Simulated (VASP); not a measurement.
A run of VASP 6.6.1 is set up as follows.

The input INCAR:

```
SYSTEM = Sn
  PREC = Accurate
  ENCUT = 520
  EDIFF = 1E-7
  ISMEAR = -1
  SIGMA = 0.05
  LREAL = .FALSE.
  LASPH = .TRUE.
  NELM = 60
  ALGO = Normal
  ISIF = 2
  LWAVE = .FALSE.
  LCHARG = .FALSE.
  GGA = PE
  NBANDS = 21
```

File KPOINTS:

```
regular mesh
0
G
  9 9 9
  0 0 0
```

File POSCAR:

```
Sn
1.0
    0.0000000000      3.3278544480      3.3278544480
    3.3278544480      0.0000000000      3.3278544480
    3.3278544480      3.3278544480      0.0000000000
Sn
2
Direct
    0.0000000000      0.0000000000      0.0000000000
    0.2500000000      0.2500000000      0.2500000000
```

Potentials or basis: VASP PAW PBE potentials, release 64 (Sn_d).

The run is started by

```sh
$ cat potpaw_PBE.64/Sn_d/POTCAR > POTCAR
$ mpirun -np 1 vasp_std > vasp.out
```

Question: What does it give for the pressure?

Answer: 0.0 GPa.

Question: Predict the band gap on the k mesh.

Answer: Zero (band 14 reaches 4.96 eV, above the bottom of band 15 at 4.74 eV).

Caveat: spin-orbit coupling is left out, which moves the levels of the heavy elements.
